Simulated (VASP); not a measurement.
Write the native input for VASP 6.6.1 that does the following.

```
Task                   : single point
Functional             : PBE
Potentials or basis    : VASP PAW PBE potentials, release 64 (Te)
Cutoff                 : 520 eV
k mesh                 : 9 × 9 × 12
Occupations            : fermi-dirac, width 0.08 eV
Spin                   : no spin polarisation
Dipole correction      : no
Further INCAR settings : ALGO = Normal; EDIFF = 1e-06; NBANDS = 16
```

The structure of Te lies in POSCAR:

```
Te
1.0
    4.1399452494      0.0000000000      0.0000000000
   -2.0699726247      3.5852977563      0.0000000000
    0.0000000000      0.0000000000      2.4599719059
Te
3
Direct
    0.0000000000      0.0000000000      0.0000000000
    0.3333333333      0.6666666667      0.5000000000
    0.6666666667      0.3333333333      0.5000000000
```

This isn't the form of Te at room conditions, which is trigonal, of chains.

These files were run (other wordings do the same):

INCAR

```
ALGO = Normal ; EDIFF = 1E-6
ENCUT = 520 ; GGA = PE
ISIF = 2 ; ISMEAR = -1
LASPH = True ; LCHARG = False
LREAL = False ; LWAVE = False
NBANDS = 16 ; NELM = 100
PREC = Accurate ; SIGMA = 0.08
```

KPOINTS

```
k-points
0
Gamma
  9 9 12
```

Potentials or basis: VASP PAW PBE potentials, release 64 (Te).

Command:

```console
$ cat potpaw_PBE.64/Te/POTCAR > POTCAR
$ mpirun -np 1 vasp_std > vasp.out
```

Results of the run:

```json
{
 "Pressure": "345.8 GPa",
 "Band gap on the k mesh": "zero (bands 9 and 10 overlap by 11.53 eV)"
}
```

Caveat: the cell stands under pressure; spin-orbit coupling is left out, which moves the levels of the heavy elements.

Wall time 25 s on 1 thread of AMD EPYC 9R45 (Zen 5) (shared host), peak memory 0.14 GiB.
